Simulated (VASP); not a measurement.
Na2S:

```
CELL_PARAMETERS angstrom
0.00000 3.28401 3.28401
3.28401 0.00000 3.28401
3.28401 3.28401 0.00000
ATOMIC_POSITIONS crystal
Na 0.25000 0.25000 0.25000
Na 0.75000 0.75000 0.75000
S 0.00000 0.00000 0.00000
```

- Program: VASP 6.6.1
- Task: relaxation of cell and atoms
- Functional: r2SCAN
- Potentials or basis: VASP PAW PBE potentials, release 64 (Na_pv, S)
- Cutoff: 550 eV
- k mesh: 6 × 6 × 6
- Occupations: fermi-dirac, width 0.02 eV
- Spin: no spin polarisation

At the start: pressure -0.9 GPa; volume 23.61 Å³/atom.

Question: How do energy, volume and symmetry change on relaxing?

Answer: Over 5 steps the energy falls by 2.2 meV/atom and the volume is 22.95 Å³/atom (-2.8 %); space group Fm-3m (No. 225, to 0.1 Å) before and after.

Step by step:
```csv
step,energy change (eV),largest force (eV/Å),pressure (GPa),volume (Å³)
1,0.0000,0.0000,-0.90,70.83
2,-0.0057,0.0000,-0.30,69.49
3,-0.0063,0.0000,-0.15,69.15
4,-0.0066,0.0000,0.18,68.47
5,-0.0066,0.0000,0.02,68.85
```

Final structure:
```xyz
3
Lattice="0.0000 3.2530 3.2530 3.2530 0.0000 3.2530 3.2530 3.2530 0.0000" Properties=species:S:1:pos:R:3 pbc="T T T"
Na    1.6265    1.6265    1.6265
Na    4.8795    4.8795    4.8795
S     0.0000    0.0000    0.0000
```

Caveat: the PAW data sets were made with another functional, which shifts forces and pressure a little.
